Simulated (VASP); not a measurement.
Input of a VASP 6.6.1 run:

POSCAR

```
MgO
1.0
    0.0000000000      2.1021680206      2.1021680206
    2.1021680206      0.0000000000      2.1021680206
    2.1021680206      2.1021680206      0.0000000000
Mg O
1 1
Direct
    0.0000000000      0.0000000000      0.0000000000
    0.5000000000      0.5000000000      0.5000000000
```

Contents of INCAR.step1:

```
SYSTEM = MgO
ALGO = Normal
EDIFF = 1E-5
ENCUT = 920
GGA = PE
GGA_COMPAT = .FALSE.
ISMEAR = 0
LASPH = .TRUE.
LCHARG = .FALSE.
LREAL = .FALSE.
LWAVE = .TRUE.
NBANDS = 15
NELM = 120
PREC = Accurate
SIGMA = 0.01
```

INCAR.step2

```
SYSTEM = MgO
ALGO = Normal
EDIFF = 1E-6
ENCUT = 920
GGA_COMPAT = .FALSE.
ISIF = 2
ISMEAR = 0
ISTART = 1
LASPH = .TRUE.
LCHARG = .FALSE.
LMIXTAU = .TRUE.
LREAL = .FALSE.
LWAVE = .FALSE.
METAGGA = R2SCAN
NBANDS = 15
NELM = 120
PREC = Accurate
SIGMA = 0.01
```

File KPOINTS:

```
k-points
0
G
  10 10 10
  0 0 0
```

Potentials or basis: VASP PAW PBE potentials, release 64 (Mg_sv, O).

Command:

```console
$ cat potpaw_PBE.64/Mg_sv/POTCAR potpaw_PBE.64/O/POTCAR > POTCAR
$ cp INCAR.step1 INCAR
$ mpirun -np 1 vasp_std > vasp.out
$ cp INCAR.step2 INCAR
$ mpirun -np 1 vasp_std > vasp.out
```

(1) What does it give for the pressure?

(2) What does it give for the band gap on the k mesh?

## Answers

(1) 0.5 GPa.

(2) 5.70 eV.

Caveat: the PAW data sets were made with another functional, which shifts forces and pressure a little.

**The experiment to reproduce.**

“Electronic structure of alkaline earth and post-transition metal oxides”, 2009, arxiv:0908.1581 quotes, for a bulk crystal of MgO: band gap 7.83 eV.

A measured gap of MgO is 7.83 eV (quoted in “Electronic structure of alkaline earth and post-transition metal oxides”, 2009, arxiv:0908.1581); the calculated 5.70 eV misses it by -2.13 eV. The value is that of r2SCAN, without temperature or zero-point motion.
